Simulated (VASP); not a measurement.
# Mo3Ru (P-6m2) in VASP: further runs

The runs below take Mo3Ru through single point, with PBE.

Everything below comes from runs of VASP 6.6.1. Logs are shortened: lines on timing, memory, paths and dates and some standing lists are left out, and cuts for length are marked.

## Step 1: The cell of the first run

It takes space group P-6m2 (No. 187, hexagonal). Conventional cell: a = 2.767 Å, b = 2.767 Å, c = 9.318 Å, α = 90.00°, β = 90.00°, γ = 120.00°. Within 3.6 Å of Mo (site symmetry 3m) lie 3 Ru at 2.73 Å and 9 Mo at 2.77 to 2.92 Å. Mo (site symmetry -6m2) has 12 Mo at 2.77 to 2.92 Å within 3.6 Å. Ru (site symmetry -6m2) has 6 Mo at 2.73 Å and 6 Ru at 2.77 Å within 3.6 Å.

## Step 2: Single point, PBE

Input file INCAR:

```
PREC = Accurate
ENCUT = 520
EDIFF = 1E-6
ISMEAR = 0
SIGMA = 0.1
LREAL = False
LASPH = True
NELM = 80
ALGO = Normal
ISIF = 2
LWAVE = False
LCHARG = False
GGA = PE
NBANDS = 36
```

Input file KPOINTS:

```
regular mesh
0
Gamma
  6 6 4
```

Input file POSCAR:

```
Mo3Ru
1.0
    2.7665138818     -0.0000000025      0.0000000000
   -1.3832569388      2.3958713028      0.0000000000
    0.0000000000      0.0000000000      9.3181153393
Mo Ru
3 1
Direct
    0.3333333333      0.6666666667      0.7376231677
    0.3333333333      0.6666666667      0.2623768323
    0.6666666667      0.3333333333      0.0000000000
    0.6666666667      0.3333333333      0.5000000000
```

Potentials or basis: VASP PAW PBE potentials, release 64 (Mo_sv, Ru_pv).

Run with:

```console
$ cat potpaw_PBE.64/Mo_sv/POTCAR potpaw_PBE.64/Ru_pv/POTCAR > POTCAR
$ mpirun -np 1 vasp_std > vasp.out
```

OUTCAR:

```text
PREC = Accurate
   ENCUT = 520
   EDIFF = 1E-6
   ISMEAR = 0
   LREAL = False
   LASPH = True
   NELM = 80
   ISIF = 2
   GGA = PE

 ion  position               nearest neighbor table
   1  0.333  0.667  0.738-   4 2.73   4 2.73   4 2.73   3 2.92   3 2.92   3 2.92
   2  0.333  0.667  0.262-   4 2.73   4 2.73   4 2.73   3 2.92   3 2.92   3 2.92
   3  0.667  0.333  0.000-   1 2.92   2 2.92   1 2.92   2 2.92   1 2.92   2 2.92
   4  0.667  0.333  0.500-   1 2.73   2 2.73   1 2.73   2 2.73   1 2.73   2 2.73

  LATTYP: Found a hexagonal cell.
 ALAT       =     2.7665138818
 C/A-ratio  =     3.3681794986

  Lattice vectors:

 A1 = (   2.7665138818,  -0.0000000025,   0.0000000000)
 A2 = (  -1.3832569388,   2.3958713028,   0.0000000000)
 A3 = (   0.0000000000,   0.0000000000,   9.3181153393)

Analysis of symmetry for initial positions (statically):
=====================================================================
 Subroutine PRICEL returns:
 Original cell was already a primitive cell.

 Routine SETGRP: Setting up the symmetry group for a
 hexagonal supercell.

 Subroutine GETGRP returns: Found 12 space group operations
 (whereof 12 operations were pure point group operations)
 out of a pool of 24 trial point group operations.

The static configuration has the point symmetry D_3h.

Analysis of symmetry for dynamics (positions and initial velocities):
=====================================================================
 Subroutine PRICEL returns:
 Original cell was already a primitive cell.

 Routine SETGRP: Setting up the symmetry group for a
 hexagonal supercell.

 Subroutine GETGRP returns: Found 12 space group operations
 (whereof 12 operations were pure point group operations)
 out of a pool of 24 trial point group operations.

The dynamic configuration has the point symmetry D_3h.

 Subroutine INISYM returns: Found 12 space group operations
 (whereof 12 operations are pure point group operations),
 and found     1 'primitive' translations

----------------------------------------------------------------------------------------

                                     Primitive cell

  volume of cell :      61.7624

  direct lattice vectors                    reciprocal lattice vectors
     2.766513882 -0.000000003  0.000000000     0.361465745  0.208692345  0.000000000
    -1.383256939  2.395871303  0.000000000     0.000000000  0.417384690  0.000000000
     0.000000000  0.000000000  9.318115339     0.000000000  0.000000000  0.107317839

  length of vectors
     2.766513882  2.766513882  9.318115339     0.417384690  0.417384690  0.107317839

  position of ions in fractional coordinates (direct lattice)
     0.333333333  0.666666667  0.737623168
     0.333333333  0.666666667  0.262376832
     0.666666667  0.333333333  0.000000000
     0.666666667  0.333333333  0.500000000

  ion indices of the primitive-cell ions
   primitive index   ion index
                 1           1
                 2           2
                 3           3
                 4           4

----------------------------------------------------------------------------------------

 KPOINTS: regular mesh

Automatic generation of k-mesh.
 Grid dimensions read from file:
 generate k-points for:    6    6    4

 Generating k-lattice:

  Cartesian coordinates                     Fractional coordinates (reciprocal lattice)
     0.060244291  0.034782057  0.000000000     0.166666667  0.000000000  0.000000000
     0.000000000  0.069564115  0.000000000    -0.000000000  0.166666667  0.000000000
     0.000000000  0.000000000  0.026829460     0.000000000  0.000000000  0.250000000

  Length of vectors
     0.069564115  0.069564115  0.026829460

  Shift w.r.t. Gamma in fractional coordinates (k-lattice)
     0.000000000  0.000000000  0.000000000

 Subroutine IBZKPT returns following result:
 ===========================================

 Found     21 irreducible k-points:

 Following reciprocal coordinates:
            Coordinates               Weight
  0.000000  0.000000  0.000000      1.000000
  0.166667  0.000000  0.000000      6.000000
  0.333333  0.000000  0.000000      6.000000
  0.500000  0.000000  0.000000      3.000000
  0.166667  0.166667  0.000000      6.000000
  0.333333  0.166667  0.000000     12.000000
[... 13 lines left out ...]
  0.333333  0.166667  0.500000     12.000000
  0.333333  0.333333  0.500000      2.000000
   k-points           NKPTS =     21   k-points in BZ     NKDIM =     21   number of bands    NBANDS=     36
   number of dos      NEDOS =    301   number of ions     NIONS =      4
   total plane-waves  NPLWV =  40320
   dimension x,y,z NGX =    24 NGY =   24 NGZ =   70
   dimension x,y,z NGXF=    48 NGYF=   48 NGZF=  140
   ions per type =               3   1
   NGX,Y,Z   is equivalent  to a cutoff of  14.42, 14.42, 12.49 a.u.
   NGXF,Y,Z  is equivalent  to a cutoff of  28.84, 28.84, 24.98 a.u.
 SYSTEM =  unknown system
   PREC   = accura    normal or accurate (medium, high low for compatibility)
   ISTART =      0    job   : 0-new  1-cont  2-samecut
   ICHARG =      2    charge: 1-file 2-atom 10-const
   ISPIN  =      1    spin polarized calculation?
   LNONCOLLINEAR =      F non collinear calculations
   LSORBIT =      F    spin-orbit coupling
   LASPH  =      T    aspherical Exc in radial PAW
   ENCUT  =  520.0 eV  38.22 Ry    6.18 a.u.   5.14  5.14 17.33*2*pi/ulx,y,z
   NELM   =     80;   NELMIN=  2; NELMDL= -5     # of ELM steps
   EDIFF  = 0.1E-05   stopping-criterion for ELM
   LREAL  =      F    real-space projection
   EDIFFG = 0.1E-04   stopping-criterion for IOM
   NSW    =      0    number of steps for IOM
   IBRION =     -1    ionic relax: 0-MD 1-quasi-New 2-CG
   NFREE  =      0    steps in history (QN), initial steepest desc. (CG)
   ISIF   =      2    stress and relaxation
   ISYM   =      2    0-nonsym 1-usesym 2-fastsym
   POTIM  = 0.5000    time-step for ionic-motion
   TEBEG  =    0.0;   TEEND  =   0.0 temperature during run
   PSTRESS=    0.0 pullay stress
   NELECT =      56.0000    total number of electrons
   NUPDOWN=      -1.0000    fix difference up-down
   EMIN   =  10.00;   EMAX   =-10.00  energy-range for DOS
   EFERMI =   0.00;   METHOD = LEGACY
   ISMEAR =     0;   SIGMA  =   0.10  broadening in eV -4-tet -1-fermi 0-gaus
   EFERMI_NEDOS =   21; number of points for ismear=-14 and -15
   IALGO  =     38    algorithm
   IMIX   =      4    mixing-type and parameters
     AMIX     =   0.40;   BMIX     =  1.00
     AMIX_MAG =   1.60;   BMIX_MAG =  1.00
  volume/ion in A,a.u.               =      15.44       104.20
  Fermi-wavevector in a.u.,A,eV,Ry     =   1.584514  2.994297 34.159931  2.510684
  Thomas-Fermi vector in A             =   2.684120
   LORBIT       =      0    0 simple, 1 ext, 2 COOP (PROOUT), +10 PAW based schemes
   GGA     = PE    functional components
   LHFCALC =     F    Hartree Fock is set to
   AEXX    =    0.0000 exact exchange contribution
   IVDW    =     0    specifies the selected vdW correction
   LEPSILON=     F    determine dielectric tensor
   LRPA    =     F    only Hartree local field effects (RPA)
 non-spin polarized calculation
 Gauss-broadening in eV      SIGMA  =   0.10
  energy-cutoff  :      520.00
  volume of cell :       61.76
 maximum number of plane-waves:      1676
 NGX is ok and might be reduce to    24
   NGX = 11   NGY = 11   NGZ = 35

 number of electron      55.9999999 magnetization

 Free energy of the ion-electron system (eV)
  ---------------------------------------------------
  ext. energy  EPLUGINS =         0.00000000
  ---------------------------------------------------
  free energy    TOTEN  =       -41.00147456 eV

  energy without entropy =      -40.98021931  energy(sigma->0) =      -40.99084693

 E-fermi :  12.0741     XC(G=0): -13.4145

 val. band max:       12.0361422078   @ k =   0.5000   0.0000   0.5000
 cond. band min:      12.1024173992   @ k =   0.0000   0.0000   0.5000
 fundamental gap:      0.0662751914
 Fermi energy:        12.0740678963

 k-point     1 :       0.0000    0.0000    0.0000
  band No.  band energies     occupation
      1     -48.8551      2.00000
      2     -48.8210      2.00000
      3     -48.7360      2.00000
      4     -30.5737      2.00000
      5     -30.2425      2.00000
      6     -30.2425      2.00000
[... 28 lines left out ...]
     35      14.1635      0.00000
     36      14.6707      0.00000

 k-point     2 :       0.1667    0.0000    0.0000
  band No.  band energies     occupation
      1     -48.8017      2.00000
      2     -48.7728      2.00000
      3     -48.6941      2.00000
      4     -30.5501      2.00000
      5     -30.3963      2.00000
      6     -30.2788      2.00000
[... 28 lines left out ...]
     35      14.4363      0.00000
     36      14.4369      0.00000

 k-point     3 :       0.3333    0.0000    0.0000
  band No.  band energies     occupation
      1     -48.6906      2.00000
      2     -48.6751      2.00000
      3     -48.6118      2.00000
      4     -30.6959      2.00000
      5     -30.5030      2.00000
      6     -30.3506      2.00000
[... 28 lines left out ...]
     35      15.0515      0.00000
     36      15.3458      0.00000

 k-point     4 :       0.5000    0.0000    0.0000
  band No.  band energies     occupation
      1     -48.6315      2.00000
      2     -48.6255      2.00000
      3     -48.5727      2.00000
      4     -30.8421      2.00000
      5     -30.4795      2.00000
      6     -30.3862      2.00000
[... 28 lines left out ...]
     35      16.4217      0.00000
     36      16.5602      0.00000

 k-point     5 :       0.1667    0.1667    0.0000
  band No.  band energies     occupation
      1     -48.7191      2.00000
      2     -48.6997      2.00000
      3     -48.6320      2.00000
      4     -30.5933      2.00000
      5     -30.5147      2.00000
      6     -30.3624      2.00000
[... 538 lines left out ...]
 k-point    19 :       0.1667    0.1667    0.5000
  band No.  band energies     occupation
      1     -48.7194      2.00000
      2     -48.6994      2.00000
      3     -48.6321      2.00000
      4     -30.5933      2.00000
      5     -30.5147      2.00000
      6     -30.3624      2.00000
[... 28 lines left out ...]
     35      14.6022      0.00000
     36      15.2240      0.00000

 k-point    20 :       0.3333    0.1667    0.5000
  band No.  band energies     occupation
      1     -48.6318      2.00000
      2     -48.6257      2.00000
      3     -48.5726      2.00000
      4     -30.7667      2.00000
      5     -30.4793      2.00000
      6     -30.4655      2.00000
[... 28 lines left out ...]
     35      16.0715      0.00000
     36      17.4195      0.00000

 k-point    21 :       0.3333    0.3333    0.5000
  band No.  band energies     occupation
      1     -48.6010      2.00000
      2     -48.6008      2.00000
      3     -48.5543      2.00000
      4     -30.6675      2.00000
      5     -30.6593      2.00000
      6     -30.4673      2.00000
[... 28 lines left out ...]
     35      14.9993      0.00000
     36      20.0372      0.00000

------------------------ aborting loop because EDIFF is reached ----------------------------------------

  FORCE on cell =-STRESS in cart. coord.  units (eV):
  Direction    XX          YY          ZZ          XY          YZ          ZX
  --------------------------------------------------------------------------------------
  -------------------------------------------------------------------------------------
  Total        0.2275976      0.2275976     -0.0142177     -0.0000000      0.0000000      0.0000000
  in kB        5.9041020      5.9041020     -0.3688213     -0.0000000      0.0000000      0.0000000
  external PRESSURE =       3.8131275 kB  Pullay stress =       0.0000000 kB

 VOLUME and BASIS-vectors are now :
 -----------------------------------------------------------------------------
  energy-cutoff  :      520.00
  volume of cell :       61.76
      direct lattice vectors                 reciprocal lattice vectors
     2.766513882 -0.000000003  0.000000000     0.361465745  0.208692345  0.000000000
    -1.383256939  2.395871303  0.000000000     0.000000000  0.417384690  0.000000000
     0.000000000  0.000000000  9.318115339     0.000000000  0.000000000  0.107317839

 POSITION                                       TOTAL-FORCE (eV/Angst)
 -----------------------------------------------------------------------------------
      0.00000      1.59725      6.87326        -0.000000      0.000000     -0.006862
      0.00000      1.59725      2.44486        -0.000000      0.000000      0.006862
      1.38326      0.79862      0.00000         0.000000     -0.000000      0.000000
      1.38326      0.79862      4.65906         0.000000      0.000000      0.000000
 -----------------------------------------------------------------------------------
    total drift:                                0.000000     -0.000000      0.000000

  FREE ENERGIE OF THE ION-ELECTRON SYSTEM (eV)
  ---------------------------------------------------
  free  energy   TOTEN  =       -41.0014745567 eV

  energy  without entropy=      -40.9802193131  energy(sigma->0) =      -40.99084693
```

Run time: 28 s. Hardware: 1 thread of Intel Xeon 6975P-C (Granite Rapids), shared host; peak memory 0.2 GiB.

Results:

```
Free energy            : -41.0015 eV
Pressure               : 0.4 GPa
Largest force          : 0.007 eV/Å
Band gap on the k mesh : zero (bands 28 and 29 overlap by 1.93 eV)
```

Forces in eV/Å, atoms in the order of the input:
```
Mo   0.000  0.000 -0.007
Mo   0.000  0.000  0.007
Mo   0.000  0.000  0.000
Ru   0.000  0.000  0.000
```

Levels at points of the mesh, in eV from the Fermi level:
```tsv
k point	band 26	band 27	band 28	band 29	band 30	band 31
(0.00, 0.00, 0.00)	-1.28	-0.74	-0.74	-0.35	-0.35	0.25
(0.50, 0.00, 0.00)	-0.47	0.57	0.96	1.29	1.73	1.75
(0.00, 0.00, 0.50)	-0.65	-0.65	-0.65	-0.50	-0.50	0.03
(0.50, 0.00, 0.50)	-0.11	-0.04	1.43	1.65	1.87	2.34
```

Caveat: the k points lie up to 0.44 Å⁻¹ apart, too coarse for converged energies and pressures of a metal.

(Part 1 of 2 ends here.)
